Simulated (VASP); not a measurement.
Wanted: the native input for a VASP 6.6.1 run.

| Property | Result |
| --- | --- |
| Task | single point |
| Functional | r2SCAN |
| Potentials or basis | VASP PAW PBE potentials, release 64 (Ti_sv) |
| Cutoff | 520 eV |
| k mesh | 3 × 3 × 2 |
| Occupations | fermi-dirac, width 0.1 eV |
| Spin | no spin polarisation |
| Dipole correction | no |
| Further INCAR settings | ALGO = Normal; EDIFF = 1e-07; NBANDS = 19 |

The system is Ti.

```
Ti
1.0
     2.93586    0.00000    0.00000
    -1.46793    2.54253    0.00000
     0.00000    0.00000    4.64162
Ti
2
Direct
  0.33333 0.66667 0.25000
  0.66667 0.33333 0.75000
```

One way to write it, as run:

POSCAR

```
Ti
1.0
    2.9358559451      0.0000000000      0.0000000000
   -1.4679279726      2.5425258303      0.0000000000
    0.0000000000      0.0000000000      4.6416239676
Ti
2
Direct
    0.3333333333      0.6666666667      0.2500000000
    0.6666666667      0.3333333333      0.7500000000
```

INCAR.step1

```
PREC     = Accurate       # precision mode
ENCUT    = 520            # plane-wave cutoff, eV
ISMEAR   = -1             # smearing method
SIGMA    = 0.1            # smearing width, eV
LREAL    = F              # projectors in reciprocal space
LASPH    = T              # aspherical terms in the spheres
NELM     = 100            # most SCF steps
NBANDS   = 19             # bands
GGA      = PE             # functional
ALGO     = Normal         # electronic algorithm
EDIFF    = 1E-4           # SCF threshold, eV
LWAVE    = T              # write WAVECAR
LCHARG   = F              # write CHGCAR
```

INCAR.step2

```
PREC     = Accurate       # precision mode
ENCUT    = 520            # plane-wave cutoff, eV
EDIFF    = 1E-7           # SCF threshold, eV
ISMEAR   = -1             # smearing method
SIGMA    = 0.1            # smearing width, eV
LREAL    = F              # projectors in reciprocal space
LASPH    = T              # aspherical terms in the spheres
NELM     = 100            # most SCF steps
ALGO     = Normal         # electronic algorithm
ISIF     = 2              # what is computed and relaxed
LWAVE    = F              # write WAVECAR
LCHARG   = F              # write CHGCAR
METAGGA  = R2SCAN         # meta-GGA
LMIXTAU  = T            
NBANDS   = 19             # bands
ISTART   = 1
```

KPOINTS

```
Automatic mesh
0
Gamma
  3 3 2
```

Potentials or basis: VASP PAW PBE potentials, release 64 (Ti_sv).

Command:

```console
$ cat potpaw_PBE.64/Ti_sv/POTCAR > POTCAR
$ cp INCAR.step1 INCAR
$ mpirun -np 1 vasp_std > vasp.out
$ cp INCAR.step2 INCAR
$ mpirun -np 1 vasp_std > vasp.out
```

Results of the run:

```
Pressure               : -1.0 GPa
Band gap on the k mesh : zero (bands 12 and 13 overlap by 1.22 eV)
```

Caveat: the k points lie up to 0.82 Å⁻¹ apart, too coarse for converged energies and pressures of a metal; the PAW data sets were made with another functional, which shifts forces and pressure a little.

Wall time 35 s on 1 thread of Intel Xeon 8259CL (shared host), peak memory 0.15 GiB.
